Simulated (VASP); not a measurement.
# BN: single point with PBE

The system is BN.

```
B N
1.0
     2.63017    0.00000    0.00000
    -1.31509    2.27780    0.00000
     0.00000    0.00000    4.60664
B N
2 2
Direct
  0.66667 0.33333 0.96424
  0.33333 0.66667 0.46424
  0.66667 0.33333 0.66076
  0.33333 0.66667 0.16076
```

This cell differs from its parent crystal: strained.

| Item | Value |
| --- | --- |
| Program | VASP 6.6.1 |
| Task | single point |
| Functional | PBE |
| Potentials or basis | VASP PAW PBE potentials, release 64 (B, N) |
| Cutoff | 520 eV |
| k mesh | 12 × 12 × 6 |
| Occupations | gaussian, width 0.02 eV |
| Spin | no spin polarisation |

```yaml
Pressure: -24.4 GPa
Largest_force: 7.184 eV/Å
Band_gap_on_the_k_mesh: 0.76 eV, indirect (least direct gap 4.35 eV)
```

Forces in eV/Å, atoms in the order of the input:
```
B    0.000  0.000  7.184
B    0.000  0.000  7.184
N    0.000  0.000 -7.184
N    0.000  0.000 -7.184
```

Stress tensor (GPa, compression positive):
```
 -7.86   0.00   0.00
  0.00  -7.86   0.00
  0.00   0.00 -57.53
```

Levels at points of the mesh, in eV from the valence-band top:
| k point | band 5 | band 6 | band 7 | band 8 | band 9 | band 10 | band 11 | band 12 |
| --- | --- | --- | --- | --- | --- | --- | --- | --- |
| (0.00, 0.00, 0.00) | -2.15 | -2.15 | 0.00 | 0.00 | 5.87 | 6.26 | 6.26 | 7.99 |
| (0.50, 0.00, 0.00) | -7.47 | -6.64 | -4.53 | -1.23 | 3.14 | 5.27 | 5.39 | 7.94 |
| (0.00, 0.00, 0.50) | -1.24 | -1.24 | -1.24 | -1.24 | 7.43 | 7.43 | 8.17 | 8.17 |
| (0.50, 0.00, 0.50) | -5.69 | -5.69 | -3.28 | -3.28 | 3.45 | 3.45 | 8.70 | 8.70 |

Wall time 51 s on 1 thread of Intel Xeon 8259CL, on a shared host, peak memory 0.15 GiB.

Caveat: the cell differs from its parent crystal (strained); forces of over 1 eV/Å act on the atoms, so gaps and moduli don't describe the material at rest. A k mesh can miss the band edges.
